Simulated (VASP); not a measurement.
Here is a VASP 6.6.1 calculation.

Contents of INCAR:

```
SYSTEM = MnIr
ALGO = Normal
EDIFF = 1E-6
ENCUT = 520
GGA = CA
GGA_COMPAT = .False.
ISIF = 2
ISMEAR = 0
LASPH = .True.
LCHARG = .False.
LMAXMIX = 4
LORBIT = 11
LORBMOM = .True.
LREAL = .False.
LSORBIT = .True.
LWAVE = .False.
MAGMOM = 0 0 1.55 0 0 0
NBANDS = 34
NELM = 150
PREC = Accurate
SIGMA = 0.05
```

Contents of KPOINTS:

```
k-points
0
Gamma
  12 12 10
  0 0 0
```

The input POSCAR:

```
MnIr
1.0
    2.7258980836      0.0000000000      0.0000000000
    0.0000000000      2.7258980836      0.0000000000
    0.0000000000      0.0000000000      3.6430019273
Mn Ir
1 1
Direct
    0.5000000000      0.5000000000      0.5000000000
    0.0000000000      0.0000000000      0.0000000000
```

Potentials or basis: VASP PAW LDA potentials, release 64 (Mn_pv, Ir).

Run with:

```bash
$ cat potpaw_LDA.64/Mn_pv/POTCAR potpaw_LDA.64/Ir/POTCAR > POTCAR
$ mpirun -np 1 vasp_ncl > vasp.out
```

(1) Predict the net moment.

(2) What does it give for the pressure?

## Answers

(1) 1.19 μB per cell.

(2) -27.4 GPa.

Caveat: the stress differs along the axes, from -30 to -22 GPa.
